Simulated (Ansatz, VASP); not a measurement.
# Two plane-wave programs on Al

```xyz
1
Lattice="-0.0405 2.0037 2.0037 2.0037 -0.0405 2.0037 2.0037 2.0037 -0.0405" Properties=species:S:1:pos:R:3 pbc="T T T"
Al    0.0000    0.0000    0.0000
```

Change from the starting cell: equal xy, yz and zx shear strains of -2 %, PAW files.

Alike in both runs: task electric field gradients; functional LDA; k mesh 17 × 17 × 17; occupations fermi-dirac, width 0.03 eV; no spin polarisation.

|  | VASP | Ansatz |
| --- | --- | --- |
| version | VASP 6.6.1 | Ansatz 0.2.0 |
| potentials or method | VASP PAW LDA potentials, release 64 (Al) | PAW with Ansatz's default frozen-core files, scalar-relativistic |
| plane-wave cutoff (eV) | 520 | 420 |
| valence electrons in the cell | 3 | 3 |

|  | VASP | Ansatz | Ansatz less VASP |
| --- | --- | --- | --- |
| pressure (GPa) | -3.5 | -3.6 | -0.05 |
| traceless stress, the component that is largest in VASP (GPa) | 0.72 | 0.72 | -0.007 |
| size of Vzz on the site where it differs most (V/Å²) | 3.7 | 3.5 | -0.18 |

LDA's correlation is that of Perdew and Zunger in VASP and of Perdew and Wang (1992) in Ansatz.
